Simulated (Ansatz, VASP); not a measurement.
## PbS: VASP beside Ansatz

File INCAR:

```
SYSTEM = PbS
PREC = Accurate
ENCUT = 520
EDIFF = 1E-6
ISMEAR = 0
SIGMA = 0.05
LREAL = .False.
LASPH = .True.
NELM = 100
ALGO = Normal
ISIF = 2
LWAVE = .False.
LCHARG = .False.
GGA = PE
NBANDS = 17
```

File KPOINTS:

```
Automatic mesh
0
Gamma
  10 10 10
  0 0 0
```

File POSCAR:

```
PbS
1.0
    0.0000000000      3.0045317637      3.0045317637
    3.0045317637      0.0000000000      3.0045317637
    3.0045317637      3.0045317637      0.0000000000
Pb S
1 1
Direct
    0.5000000000      0.5000000000      0.5000000000
    0.0199698338      0.0199698338     -0.0199698338
```

Input for Ansatz:

```yaml
crystal:
  lattice:
    - [0.0, 3.0045317637, 3.0045317637]
    - [3.0045317637, 0.0, 3.0045317637]
    - [3.0045317637, 3.0045317637, 0.0]
  atoms:
    - { symbol: Pb, position: [0.5, 0.5, 0.5] }
    - { symbol: S, position: [0.0199698338, 0.0199698338, -0.0199698338] }
basis:
  ecutwfc: 420
  ecutrho_ratio: 4
kpoints:
  mp_grid: { grid: [10, 10, 10] }
hamiltonian:
  xc: pbe
scf:
  occupations: { method: gaussian, width: 0.05 }
output:
  forces: true
  stress: true
  eigenvalues: true
```

Alike in both runs: task single point; functional PBE; k mesh 10 × 10 × 10; occupations gaussian, width 0.05 eV; no spin polarisation.

```csv
,VASP,Ansatz
version,VASP 6.6.1,Ansatz 0.2.0
potentials or method,"VASP PAW PBE potentials, release 64 (Pb_d, S), cutoff 520 eV","scalar-relativistic, plane waves, PAW"
valence electrons in the cell,20,20
```

Ansatz gave:

| Quantity | Value |
| --- | --- |
| gap on the k mesh at the Fermi level (eV) | 0.61 |
| least direct gap on the mesh (eV) | 0.61 |
| pressure (GPa) | 0.2 |
| traceless stress, the component that is largest in VASP (GPa) | 0.33 |
| rms of the force components (eV/Å) | 0.024 |

Question: Estimate VASP's values.

Answer: gap on the k mesh at the Fermi level (eV): 0.61; least direct gap on the mesh (eV): 0.61; pressure (GPa): 0.1; traceless stress, the component that is largest in VASP (GPa): 0.33; rms of the force components (eV/Å): 0.025.

Atom by atom the forces differ by 0.001 eV/Å (rms over components).

Neither program's run includes spin-orbit coupling.
